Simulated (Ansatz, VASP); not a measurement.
## BiH5O5: VASP beside Ansatz

The input INCAR:

```
SYSTEM = BiH5O5
PREC = Accurate ; ENCUT = 910
EDIFF = 1E-6 ; ISMEAR = 0
SIGMA = 0.01 ; LREAL = .False.
LASPH = .True. ; NELM = 120
ALGO = Normal ; ISIF = 2
LWAVE = .False. ; LCHARG = .False.
GGA = PE ; NBANDS = 36
GGA_COMPAT = .False. ; NELMDL = -8
```

KPOINTS

```
Automatic mesh
0
Gamma
  1 1 1
  0 0 0
```

POSCAR

```
BiH5O5
1.0
   13.8600000000      0.0000000000      0.0000000000
    0.0000000000     12.7900000000      0.0000000000
    0.0000000000      0.0000000000     12.7200000000
Bi O H
1 5 5
Direct
    0.4977936500      0.5054386200      0.4534434000
    0.4805945200      0.5002243900      0.6175235800
    0.6511457400      0.4941282300      0.4709229600
    0.5136132800      0.6454112600      0.3709080200
    0.3478059200      0.5140453500      0.4422728000
    0.5090938000      0.3668147000      0.3689300300
    0.5416378100      0.4762056300      0.6464080200
    0.6755800900      0.5504464400      0.5146501600
    0.5820223700      0.6483307300      0.3537735800
    0.3246753200      0.4987333900      0.5128726400
    0.5780137100      0.3518373700      0.3678089600
```

Input for Ansatz:

```yaml
crystal:
  lattice:
    - [13.86, 0.0, 0.0]
    - [0.0, 12.79, 0.0]
    - [0.0, 0.0, 12.72]
  atoms:
    - { symbol: Bi, position: [0.49779365, 0.50543862, 0.4534434] }
    - { symbol: O, position: [0.48059452, 0.50022439, 0.61752358] }
    - { symbol: H, position: [0.54163781, 0.47620563, 0.64640802] }
    - { symbol: O, position: [0.65114574, 0.49412823, 0.47092296] }
    - { symbol: H, position: [0.67558009, 0.55044644, 0.51465016] }
    - { symbol: O, position: [0.51361328, 0.64541126, 0.37090802] }
    - { symbol: H, position: [0.58202237, 0.64833073, 0.35377358] }
    - { symbol: O, position: [0.34780592, 0.51404535, 0.4422728] }
    - { symbol: H, position: [0.32467532, 0.49873339, 0.51287264] }
    - { symbol: O, position: [0.5090938, 0.3668147, 0.36893003] }
    - { symbol: H, position: [0.57801371, 0.35183737, 0.36780896] }
basis:
  ecutwfc: 420
  ecutrho_ratio: 4
kpoints:
  mp_grid: { grid: [1, 1, 1] }
hamiltonian:
  xc: pbe
scf:
  occupations: { method: gaussian, width: 0.01 }
output:
  forces: true
  eigenvalues: true
  populations: true
```

Alike in both runs: task single point; functional PBE; k mesh 1 × 1 × 1; occupations gaussian, width 0.01 eV; no spin polarisation.

|  | VASP | Ansatz |
| --- | --- | --- |
| version | VASP 6.6.1 | Ansatz 0.2.0 |
| potentials or method | VASP PAW PBE potentials, release 64 (Bi_d, O_h, H_h), cutoff 910 eV | scalar-relativistic, plane waves, PAW |
| valence electrons in the cell | 50 | 50 |

```tsv
	VASP	Ansatz	Ansatz less VASP
gap on the k mesh at the Fermi level (eV)	2.53	2.54	+0.008
rms of the force components (eV/Å)	0.133	0.137	+0.0046
```

Spin-orbit coupling is off throughout. Noted on VASP's run: the cutoff is short for stress, so the pressure is rough.
